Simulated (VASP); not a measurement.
Set up this calculation in VASP 6.6.1, as the native input.

```yaml
Task: single point
Functional: PBE
Potentials_or_basis: VASP PAW PBE potentials, release 64 (Cd, Se)
Cutoff: 520 eV
k_mesh: 8 × 8 × 8
Occupations: fermi-dirac, width 0.03 eV
Spin: non-collinear spin, zero start, spin-orbit coupling
Starting_moments: "[[0.0, 0.0, 0.0], [0.0, 0.0, 0.0]] μB"
Dipole_correction: no
Further_INCAR_settings: ALGO = Normal; EDIFF = 1e-06; NBANDS = 30
```

The structure of CdSe lies in POSCAR:

```
CdSe
1.0
    0.0000000000      3.0702711986      3.0702711986
    3.0702711986      0.0000000000      3.0702711986
    3.0702711986      3.0702711986      0.0000000000
Cd Se
1 1
Direct
    0.0000000000      0.0000000000      0.0000000000
    0.2500000000      0.2500000000      0.2500000000
```

The input as run:

INCAR

```
PREC = Accurate ; ENCUT = 520
EDIFF = 1E-6 ; ISMEAR = -1
SIGMA = 0.03 ; LREAL = F
LASPH = T ; NELM = 150
ALGO = Normal ; ISIF = 2
LWAVE = F ; LCHARG = T
MAGMOM = 0 0 0 0 0 0 ; LORBIT = 11
LSORBIT = T ; GGA_COMPAT = F
LORBMOM = T ; GGA = PE
LVHAR = T ; NBANDS = 30
```

KPOINTS

```
Automatic mesh
0
Gamma
  8 8 8
```

Potentials or basis: VASP PAW PBE potentials, release 64 (Cd, Se).

The run is started by

```bash
$ cat potpaw_PBE.64/Cd/POTCAR potpaw_PBE.64/Se/POTCAR > POTCAR
$ mpirun -np 1 vasp_ncl > vasp.out
```

Results of the run:

The pressure is 1.6 GPa, the net moment is 0.00 μB per cell and the valence electrons inside the program's atomic spheres are Cd 10.29; Se 3.85.

Wall time 2 min on 1 thread of Intel(R) Xeon(R) Platinum 8259CL CPU @ 2.50GHz (Skylake/Cascade Lake) (shared host), peak memory 0.37 GiB.
